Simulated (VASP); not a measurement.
The system is C.

```
CELL_PARAMETERS angstrom
0.00000 1.78337 1.78337
1.78337 0.00000 1.78337
1.78337 1.78337 0.00000
ATOMIC_POSITIONS crystal
C 0.00000 0.00000 0.00000
C 0.25000 0.25000 0.25000
```

Base run:

```yaml
Program: VASP 6.6.1
Functional: PBEsol
Potentials_or_basis: VASP PAW PBE potentials, release 64 (C)
Cutoff: 520 eV
k_mesh: 12 × 12 × 12
Occupations: gaussian, width 0.01 eV
Spin: no spin polarisation
```

Its results: band gap on the k mesh 4.04 eV, indirect (least direct gap 5.54 eV); pressure -3.8 GPa.

**Question.** The run is repeated on the same cell with these changes: k mesh from 12 × 12 × 12 to 4 × 4 × 4. What comes out?

**Answer.** Band gap on the k mesh 4.33 eV, indirect (least direct gap 5.53 eV); pressure -2.6 GPa.

Caveats: some runs use coarse meshes; the PAW data sets were made with another functional, which shifts forces and pressure a little.

A k mesh can miss the band edges.
